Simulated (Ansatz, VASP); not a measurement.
One calculation of Sn, two programs

The input INCAR:

```
ALGO = Normal ; EDIFF = 1E-6
ENCUT = 520 ; GGA = PE
ISIF = 2 ; ISMEAR = -1
LASPH = T ; LCHARG = F
LREAL = F ; LWAVE = F
NBANDS = 36 ; NELM = 80
PREC = Accurate ; SIGMA = 0.02
```

The input KPOINTS:

```
k-points
0
Gamma
  6 6 4
```

File POSCAR:

```
Sn
1.0
    4.6129245145      0.0000000000      0.0000000000
   -2.3064622572      3.9949098153      0.0000000000
    0.0000000000      0.0000000000      7.5176698812
Sn
4
Direct
    0.3333333333      0.6666666667     -0.0008172485
    0.6666666667      0.3333333333      0.4991827515
    0.3333333333      0.6666666667      0.3758172485
    0.6666666667      0.3333333333      0.8758172485
```

Input for Ansatz:

```yaml
crystal:
  lattice:
    - [4.6129245145, 0.0, 0.0]
    - [-2.3064622572, 3.9949098153, 0.0]
    - [0.0, 0.0, 7.5176698812]
  atoms:
    - { symbol: Sn, position: [0.3333333333, 0.6666666667, -0.0008172485] }
    - { symbol: Sn, position: [0.6666666667, 0.3333333333, 0.4991827515] }
    - { symbol: Sn, position: [0.3333333333, 0.6666666667, 0.3758172485] }
    - { symbol: Sn, position: [0.6666666667, 0.3333333333, 0.8758172485] }
kpoints:
  mp_grid: { grid: [6, 6, 4] }
hamiltonian:
  xc: pbe
scf:
  occupations: { method: fermi_dirac, width: 0.02 }
  n_extra_bands: 5
output:
  forces: true
  stress: true
  eigenvalues: true
```

Alike in both runs: task single point; functional PBE; k mesh 6 × 6 × 4; occupations fermi-dirac, width 0.02 eV; no spin polarisation.

```csv
,VASP,Ansatz
version,VASP 6.6.1,Ansatz 0.2.0
potentials or method,"VASP PAW PBE potentials, release 64 (Sn_d)","plane waves, PAW"
plane-wave cutoff (eV),520,420
valence electrons in the cell,56,56
```

|  | VASP | Ansatz | Ansatz less VASP |
| --- | --- | --- | --- |
| pressure (GPa) | 2.5 | 2.6 | +0.06 |
| rms of the force components (eV/Å) | 0.004 | 0.004 | -0.0001 |

Atom by atom the forces differ by 0.000 eV/Å (rms over components).
